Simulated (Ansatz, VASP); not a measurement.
## SnSe2: VASP beside Ansatz

```
Se Sn
1.0
     7.67810    0.00000    0.00000
    -3.83905    6.64943    0.00000
     0.00000    0.00000   23.49090
Se Sn
8 4
Direct
  0.33333 0.16667 0.34056
  0.33333 0.66667 0.34056
  0.83333 0.16667 0.34056
  0.83333 0.66667 0.34056
  0.16680 0.33327 0.47625
  0.16630 0.83250 0.47636
  0.66651 0.33325 0.47627
  0.66717 0.83416 0.47637
  0.00009 0.99993 0.40846
  0.99995 0.49988 0.40840
  0.49990 0.99993 0.40846
  0.50016 0.50027 0.40848
```

Alike in both runs: task single point; functional PBE; dispersion D3(BJ); k mesh 3 × 3 × 1; occupations gaussian, width 0.05 eV; no spin polarisation.

```csv
,VASP,Ansatz
version,VASP 6.6.1,Ansatz 0.2.0
potentials or method,"VASP PAW PBE potentials, release 64 (Se, Sn_d), cutoff 520 eV","scalar-relativistic, plane waves, PAW"
valence electrons in the cell,104,184
```

|  | VASP | Ansatz | Ansatz less VASP |
| --- | --- | --- | --- |
| gap on the k mesh at the Fermi level (eV) | 0.79 | 0.79 | +0.003 |
| least direct gap on the mesh (eV) | 0.86 | 0.86 | +0.003 |
| rms of the force components (eV/Å) | 0.010 | 0.006 | -0.0041 |

VASP's potentials hold 104 valence electrons a cell and Ansatz's 184, so a difference there can come from the potentials and not from the codes.
